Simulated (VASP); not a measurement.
# Mo16H (a cell with a defect): single point with PBE

System: Mo16H (a cell with a defect).

```
Mo H
1.0
     6.30000    0.00000    0.00000
     0.00000    6.30000    0.00000
     0.00000    0.00000    6.30000
Mo H
16 1
Direct
  0.99927 0.99974 0.00001
  0.50172 0.99974 0.00001
  0.99098 0.50644 0.00001
  0.99862 0.99755 0.50001
  0.25049 0.24300 0.25953
  0.51001 0.50644 0.00001
  0.50237 0.99756 0.50001
  0.75049 0.24909 0.25098
  0.99952 0.50036 0.50001
  0.25049 0.74971 0.25125
  0.25049 0.24300 0.74049
  0.50147 0.50035 0.50001
  0.75049 0.75189 0.25188
  0.75049 0.24909 0.74904
  0.25049 0.74971 0.74878
  0.75049 0.75189 0.74815
  0.25050 0.37471 0.00001
```

```yaml
Program: VASP 6.6.1
Task: single point
Functional: PBE
Potentials_or_basis: VASP PAW PBE potentials, release 64 (Mo_sv, H)
Cutoff: 400 eV
k_mesh: 3 × 3 × 3
Occupations: gaussian, width 0.15 eV
Spin: no spin polarisation
```

```
Pressure               : 5.5 GPa
Largest force          : 0.008 eV/Å
Band gap on the k mesh : zero (an odd number of electrons rules out a gap without spin polarisation)
```

Forces in eV/Å, atoms in the order of the input:
```
Mo   0.001  0.002  0.000
Mo  -0.001  0.001  0.000
Mo  -0.001  0.000  0.000
Mo  -0.007 -0.003  0.000
Mo   0.000  0.000  0.001
Mo   0.001  0.000  0.000
Mo   0.007 -0.003  0.000
Mo   0.000  0.004 -0.002
Mo   0.003 -0.003  0.000
Mo   0.000 -0.002 -0.002
Mo   0.000  0.000 -0.001
Mo  -0.003 -0.003  0.000
Mo   0.000  0.003  0.008
Mo   0.000  0.004  0.002
Mo   0.000 -0.002  0.002
Mo   0.000  0.003 -0.008
H    0.000  0.000  0.000
```

Stress tensor (GPa, compression positive):
```
5.56 0.00 0.00
0.00 5.33 0.00
0.00 0.00 5.56
```

Levels at points of the mesh, in eV from the Fermi level:
| k point | band 109 | band 110 | band 111 | band 112 | band 113 | band 114 | band 115 | band 116 |
| --- | --- | --- | --- | --- | --- | --- | --- | --- |
| (0.00, 0.00, 0.00) | -0.72 | -0.72 | -0.71 | -0.71 | 0.55 | 0.68 | 0.69 | 0.69 |

It took 5.8 min on 1 thread of Oxide Virtual Turin-like Processor, with other jobs on the host, peak memory 0.29 GiB.
